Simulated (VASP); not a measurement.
Crystal: BaTe.

```xyz
2
Lattice="0.0000 3.3639 3.3639 3.3639 0.0000 3.3639 3.3639 3.3639 0.0000" Properties=species:S:1:pos:R:3 pbc="T T T"
Ba    0.0000    0.0000    0.0000
Te    3.3639    3.3639    3.3639
```

Base run:

| Quantity | Value |
| --- | --- |
| Program | VASP 6.6.1 |
| Functional | r2SCAN |
| Potentials or basis | VASP PAW PBE potentials, release 64 (Ba_sv, Te) |
| Cutoff | 520 eV |
| k mesh | 7 × 7 × 7 |
| Occupations | fermi-dirac, width 0.05 eV |
| Spin | no spin polarisation |

Its results: band gap on the k mesh 1.63 eV, indirect (least direct gap 2.01 eV); pressure 6.7 GPa.

Task: The run is repeated on the same cell with these changes: functional from r2SCAN to PBE; further incar settings from ALGO = Normal; EDIFF = 1e-07; NBANDS = 15 to ALGO = Normal; EDIFF = 1e-06; NBANDS = 15. What comes out?

Result: Band gap on the k mesh 1.27 eV, indirect (least direct gap 1.65 eV); pressure 6.3 GPa.

Caveats: spin-orbit coupling is left out, which moves the levels of the heavy elements; the PAW data sets were made with another functional, which shifts forces and pressure a little (some runs).

A k mesh can miss the band edges.
